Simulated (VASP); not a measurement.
SnSe:

```
Sn Se
1.0
     0.00000    3.36398    3.36398
     3.36398    0.00000    3.36398
     3.36398    3.36398    0.00000
Sn Se
1 1
Direct
  0.00000 0.00000 0.00000
  0.25000 0.25000 0.25000
```

Base run:

| Item | Value |
| --- | --- |
| Program | VASP 6.6.1 |
| Functional | r2SCAN |
| Potentials or basis | VASP PAW PBE potentials, release 64 (Sn_d, Se) |
| Cutoff | 520 eV |
| k mesh | 6 × 6 × 6 |
| Occupations | fermi-dirac, width 0.02 eV |
| Spin | no spin polarisation |

Its results: band gap on the k mesh 0.22 eV, indirect (least direct gap 0.74 eV); pressure 0.0 GPa.

**Question.** The run is repeated on the same cell with these changes: functional from r2SCAN to PBE; further incar settings from ALGO = Normal; EDIFF = 1e-07; NBANDS = 17 to ALGO = Normal; EDIFF = 1e-06; NBANDS = 17. What comes out?

**Answer.** Band gap on the k mesh 0.15 eV, indirect (least direct gap 0.64 eV); pressure 0.8 GPa.

Caveats: spin-orbit coupling is left out, which moves the levels of the heavy elements; the PAW data sets were made with another functional, which shifts forces and pressure a little (some runs).

A k mesh can miss the band edges.
